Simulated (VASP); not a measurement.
Set up this calculation in VASP 6.6.1, as the native input.

| Quantity | Value |
| --- | --- |
| Task | single point |
| Functional | r2SCAN |
| Potentials or basis | VASP PAW PBE potentials, release 64 (Cd, S) |
| Cutoff | 520 eV |
| k mesh | 8 × 8 × 8 |
| Occupations | gaussian, width 0.05 eV |
| Spin | no spin polarisation |
| Dipole correction | no |
| Further INCAR settings | ALGO = Normal; EDIFF = 1e-06; NBANDS = 16 |

Crystal: CdS.

```
Cd S
1.0
     0.00000    2.68137    2.68137
     2.68137    0.00000    2.68137
     2.68137    2.68137    0.00000
Cd S
1 1
Direct
  0.99151 0.00849 0.00849
  0.52978 0.47022 0.47022
```

The input as run:

POSCAR

```
CdS
1.0
    0.0000000000      2.6813668913      2.6813668913
    2.6813668913      0.0000000000      2.6813668913
    2.6813668913      2.6813668913      0.0000000000
Cd S
1 1
Direct
   -0.0084923707      0.0084923707      0.0084923707
    0.5297773349      0.4702226651      0.4702226651
```

INCAR.step1

```
PREC = Accurate ; ENCUT = 520
ISMEAR = 0 ; SIGMA = 0.05
LREAL = F ; LASPH = T
NELM = 80 ; NBANDS = 16
GGA = PE ; ALGO = Normal
EDIFF = 1E-4 ; LWAVE = T
LCHARG = F
```

INCAR.step2

```
PREC = Accurate ; ENCUT = 520
EDIFF = 1E-6 ; ISMEAR = 0
SIGMA = 0.05 ; LREAL = F
LASPH = T ; NELM = 80
ALGO = Normal ; ISIF = 2
LWAVE = F ; LCHARG = F
METAGGA = R2SCAN ; LMIXTAU = T
NBANDS = 16 ; ISTART = 1
```

KPOINTS

```
regular mesh
0
Gamma
  8 8 8
```

Potentials or basis: VASP PAW PBE potentials, release 64 (Cd, S).

Run with:

```sh
$ cat potpaw_PBE.64/Cd/POTCAR potpaw_PBE.64/S/POTCAR > POTCAR
$ cp INCAR.step1 INCAR
$ mpirun -np 1 vasp_std > vasp.out
$ cp INCAR.step2 INCAR
$ mpirun -np 1 vasp_std > vasp.out
```

It gave:

| Item | Value |
| --- | --- |
| Pressure | 6.8 GPa |
| Largest force | 0.735 eV/Å |
| Band gap on the k mesh | 0.82 eV, indirect (least direct gap 2.66 eV) |

Caveat: the PAW data sets were made with another functional, which shifts forces and pressure a little.

Run time: 62 s on 1 thread of Intel(R) Xeon(R) 6975P-C (Granite Rapids) (shared host), peak memory 0.19 GiB.
